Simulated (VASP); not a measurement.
Here is a VASP 6.6.1 calculation.

Contents of INCAR:

```
SYSTEM = NaHI
PREC = Accurate ; ENCUT = 520
EDIFF = 1E-6 ; ISMEAR = 1
SIGMA = 0.0643 ; LREAL = .FALSE.
LASPH = .TRUE. ; NELM = 60
ALGO = Normal ; ISIF = 2
LWAVE = .FALSE. ; LCHARG = .FALSE.
GGA = PS ; NBANDS = 24
```

KPOINTS

```
regular mesh
0
G
  6 6 4
  0 0 0
```

POSCAR

```
NaHI
1.0
    4.1262910000      0.0000000000      0.0000000000
    0.0000000000      4.1262910000      0.0000000000
    0.0000000000      0.0000000000      7.9769300000
Na H I
2 2 2
Direct
    0.0000000000      0.5000000000      0.2000000000
    0.5000000000      0.0000000000      0.8000000000
    0.0000000000      0.0000000000      0.0000000000
    0.5000000000      0.5000000000      0.0000000000
    0.0000000000      0.5000000000      0.7000000000
    0.5000000000      0.0000000000      0.3000000000
```

Potentials or basis: VASP PAW PBE potentials, release 64 (Na_pv, H, I).

Launch:

```sh
$ cat potpaw_PBE.64/Na_pv/POTCAR potpaw_PBE.64/H/POTCAR potpaw_PBE.64/I/POTCAR > POTCAR
$ mpirun -np 1 vasp_std > vasp.out
```

Task: Predict the largest force.

Result: 0.373 eV/Å.

Task: Estimate the pressure.

Result: 0.2 GPa.

Forces in eV/Å, atoms in the order of the input:
```
Na   0.000  0.000 -0.373
Na   0.000  0.000  0.373
H    0.000  0.000  0.000
H    0.000  0.000  0.000
I    0.000  0.000 -0.106
I    0.000  0.000  0.106
```

Caveat: the PAW data sets were made with another functional, which shifts forces and pressure a little.
